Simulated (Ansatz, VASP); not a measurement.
One calculation of BeAg2, two programs

```
Be Ag
1.0
     0.00000    2.83760    2.83760
     2.83760    0.00000    2.83760
     2.83760    2.83760    0.00000
Be Ag
1 2
Direct
  0.00000 0.00000 0.00000
  0.25000 0.25000 0.25000
  0.75000 0.75000 0.75000
```

Alike in both runs: task single point; functional PBE; k mesh 6 × 6 × 6; occupations gaussian, width 0.1 eV; no spin polarisation.

|  | VASP | Ansatz |
| --- | --- | --- |
| version | VASP 6.6.1 | Ansatz 0.2.0 |
| potentials or method | VASP PAW PBE potentials, release 64 (Be, Ag), cutoff 520 eV | scalar-relativistic, plane waves, PAW |
| valence electrons in the cell | 24 | 40 |

|  | VASP | Ansatz | Ansatz less VASP |
| --- | --- | --- | --- |
| gap on the k mesh at the Fermi level (eV) | none | none | - |
| pressure (GPa) | 5.2 | 5.3 | +0.04 |

A gap of «none» marks a metal or a gap that the smearing closes. VASP's potentials hold 24 valence electrons a cell and Ansatz's 40, so a difference there can come from the potentials and not from the codes.
